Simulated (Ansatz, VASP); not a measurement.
**Bi2Te3 in VASP and in Ansatz**

```
Bi Te
1.0
     4.46881    0.00000    0.00000
    -2.23441    3.87011    0.00000
     0.00000    0.00000   32.46592
Bi Te
4 6
Direct
  0.66667 0.33333 0.23231
  0.00000 0.00000 0.46434
  0.33333 0.66667 0.53566
  0.66667 0.33333 0.76769
  0.00000 0.00000 0.28515
  0.33333 0.66667 0.34760
  0.66667 0.33333 0.41031
  0.66667 0.33333 0.58969
  0.00000 0.00000 0.65240
  0.33333 0.66667 0.71485
```

Alike in both runs: functional PBE; k mesh 9 × 9 × 1; occupations gaussian, width 0.1 eV; no spin polarisation.

Ansatz relaxed the structure, and its values are those at the end. VASP's run is a single point on that final structure, the one shown.

|  | VASP | Ansatz |
| --- | --- | --- |
| version | VASP 6.6.1 | Ansatz 0.2.0 |
| potentials or method | VASP PAW PBE potentials, release 64 (Bi_d, Te), cutoff 520 eV | scalar-relativistic, plane waves, PAW |
| valence electrons in the cell | 96 | 156 |

Ansatz gave:

```
gap on the k mesh at the Fermi level (eV)  : none
rms of the force components (eV/Å)         : 0.005
work function, face that differs most (eV) : 4.11
```

Task: Which values does VASP return?

Result: gap on the k mesh at the Fermi level (eV): none; rms of the force components (eV/Å): 0.003; work function, face that differs most (eV): 4.11.

A gap of «none» marks a metal or a gap that the smearing closes. With one functional, cell and mesh, what is left measures potentials, basis and numerics. VASP's potentials hold 96 valence electrons a cell and Ansatz's 156, so a difference there can come from the potentials and not from the codes. Ansatz's warnings: xc potential rough in thin density.

Spin-orbit coupling is off throughout.
